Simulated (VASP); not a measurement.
**CoO: relaxation of cell and atoms with PBEsol**

Crystal: CoO.

```
Co O
1.0
    -1.50800    1.50800    2.10725
     1.50800   -1.50800    2.10725
     1.50800    1.50800   -2.10725
Co O
1 1
Direct
  0.00000 0.00000 0.00000
  0.50000 0.50000 0.00000
```

```
Program                : VASP 6.6.1
Task                   : relaxation of cell and atoms
Functional             : PBEsol
Potentials or basis    : VASP PAW PBE potentials, release 64 (Co, O)
Cutoff                 : 600 eV
k mesh                 : 6 × 6 × 6
Occupations            : gaussian, width 0.1 eV
Spin                   : collinear spin, ferromagnetic start
Starting moments       : [2.74, 0.38] μB
Dipole correction      : no
Further INCAR settings : ALGO = Normal; EDIFF = 1e-06; IBRION = 2; EDIFFG = -0.01; NSW = 80; ISIF = 3
```

The relaxed volume is 8.98 Å³/atom. The relaxed cell is a = 2.940 Å, b = 2.940 Å, c = 2.940 Å, α = 120.00°, β = 120.00°, γ = 90.00° and the space group after relaxing (to 0.1 Å) is Fm-3m (No. 225). The energy gained by relaxing is 24.3 meV/atom. The ionic steps are 8, the pressure after relaxing is 0.1 GPa and the net moment is 2.70 μB per cell. The site moments are Co +2.39; O +0.26 μB and the valence electrons inside the program's atomic spheres are Co 7.95; O 4.98.

Step by step:
```tsv
step	energy change (eV)	largest force (eV/Å)	pressure (GPa)	volume (Å³)
1	0.0000	0.0000	-11.65	19.17
2	-0.0291	0.0000	9.28	17.30
3	-0.0479	0.0000	0.00	17.97
4	-0.0484	0.0000	0.11	17.96
5	-0.0487	0.0000	0.26	17.94
6	-0.0487	0.0000	0.22	17.95
7	-0.0487	0.0000	-0.23	17.98
8	-0.0487	0.0000	0.11	17.96
```

Final structure:
```xyz
2
Lattice="-1.4699 1.4699 2.0787 1.4699 -1.4699 2.0787 1.4699 1.4699 -2.0787" Properties=species:S:1:pos:R:3 pbc="T T T"
Co    0.0000    0.0000    0.0000
O     0.0000    0.0000    2.0787
```

Levels at points of the mesh, in eV from the Fermi level:
Spin up:
```
           k point  band 6  band 7  band 8  band 9  band 10  band 11  band 12  band 13
(0.00, 0.00, 0.00)   -3.24   -3.17   -3.17   -3.17     1.25    16.79    18.51    18.51
(0.50, 0.00, 0.00)   -2.30   -1.73    0.32    0.32     5.01     9.88    13.72    13.72
(0.50, 0.50, 0.00)   -2.82   -2.17   -1.98   -1.97     6.21    10.08    11.83    16.40
(0.50, 0.50, 0.50)   -2.82   -2.17   -1.98   -1.98     6.21    10.08    11.83    16.40
```
Spin down:
```
           k point  band 2  band 3  band 4  band 5  band 6  band 7  band 8  band 9  band 10  band 11
(0.00, 0.00, 0.00)   -3.04   -3.04   -3.04   -1.28   -1.28   -1.28   -0.29   -0.29     1.76    16.75
(0.50, 0.00, 0.00)   -8.42   -5.32   -5.32   -0.16   -0.16    0.17    2.68    2.68     5.30    10.62
(0.50, 0.50, 0.00)   -7.16   -4.39   -4.39   -2.60    0.15    0.15    0.25    0.87     7.01    10.53
(0.50, 0.50, 0.50)   -7.16   -4.39   -4.39   -2.60    0.15    0.15    0.25    0.87     7.01    10.53
```

It took 2.6 min on 1 thread of Intel Xeon 8259CL (shared host), peak memory 0.17 GiB.

Caveat: the k points lie up to 0.44 Å⁻¹ apart in the final cell; the PAW data sets were made with another functional, which shifts forces and pressure a little; a cell with one magnetic atom can't hold antiferromagnetic order, which such compounds often take; semilocal functionals often make such compounds metallic where correlation or magnetic order opens a gap, which also shifts bond lengths. With open d or f shells a metallic result of PBEsol can be an artefact of self-interaction; +U or a hybrid may open a gap.
